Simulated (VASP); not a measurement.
Input of a VASP 6.6.1 run:

Contents of INCAR:

```
SYSTEM = CoO
PREC = Accurate ; ENCUT = 520
EDIFF = 1E-6 ; ISMEAR = -1
SIGMA = 0.05 ; LREAL = .FALSE.
LASPH = .TRUE. ; NELM = 150
ALGO = Normal ; ISIF = 2
LWAVE = .FALSE. ; LCHARG = .FALSE.
ISPIN = 2 ; MAGMOM = 2 0
LORBIT = 11 ; LMAXMIX = 4
GGA = RE ; IVDW = 13
NBANDS = 18
```

Contents of KPOINTS:

```
regular mesh
0
G
  11 11 11
  0 0 0
```

File POSCAR:

```
CoO
1.0
    0.0000000000      2.1149739356      2.1149739356
    2.1149739356      0.0000000000      2.1149739356
    2.1149739356      2.1149739356      0.0000000000
Co O
1 1
Direct
    0.0000000000      0.0000000000      0.0000000000
    0.5000000000      0.5000000000      0.5000000000
```

Potentials or basis: VASP PAW PBE potentials, release 64 (Co, O).

Run with:

```sh
$ cat potpaw_PBE.64/Co/POTCAR potpaw_PBE.64/O/POTCAR > POTCAR
$ mpirun -np 1 vasp_std > vasp.out
```

(1) What does it give for the net moment?

(2) Predict the dispersion energy per atom.

Results:

(1) 2.87 μB per cell.

(2) -0.540 eV.

Caveat: a cell with one magnetic atom can't hold antiferromagnetic order, which such compounds often take.
